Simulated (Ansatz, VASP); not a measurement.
**Two plane-wave programs on Ga3As2P**

```
CELL_PARAMETERS angstrom
0.00000 -4.00322 0.00000
8.00644 0.00000 0.00000
-2.00161 2.00161 8.50414
ATOMIC_POSITIONS crystal
Ga 0.82928 0.41464 0.65855
Ga 0.82928 0.91464 0.65855
Ga 0.50000 0.25000 0.00000
Ga 0.50000 0.75000 0.00000
Ga 0.17072 0.08536 0.34145
Ga 0.17072 0.58536 0.34145
P 0.75000 0.12500 0.50000
P 0.75000 0.62500 0.50000
As 0.41468 0.45734 0.82935
As 0.41468 0.95734 0.82935
As 0.08532 0.29266 0.17065
As 0.08532 0.79266 0.17065
```

Alike in both runs: task single point; functional PBE; k mesh 4 × 2 × 4; occupations gaussian, width 0.1 eV; no spin polarisation.

|  | VASP | Ansatz |
| --- | --- | --- |
| version | VASP 6.6.1 | Ansatz 0.2.0 |
| potentials or method | VASP PAW PBE potentials, release 64 (Ga_d, P, As), cutoff 520 eV | scalar-relativistic, plane waves, PAW |
| valence electrons in the cell | 108 | 148 |

|  | VASP | Ansatz | Ansatz less VASP |
| --- | --- | --- | --- |
| gap on the k mesh at the Fermi level (eV) | 0.58 | 0.58 | 0.000 |
| least direct gap on the mesh (eV) | 0.58 | 0.58 | 0.000 |
| pressure (GPa) | 0.2 | 0.1 | -0.12 |
| traceless stress, the component that is largest in VASP (GPa) | -0.74 | -0.74 | 0.000 |

VASP's potentials hold 108 valence electrons a cell and Ansatz's 148, so a difference there can come from the potentials and not from the codes.
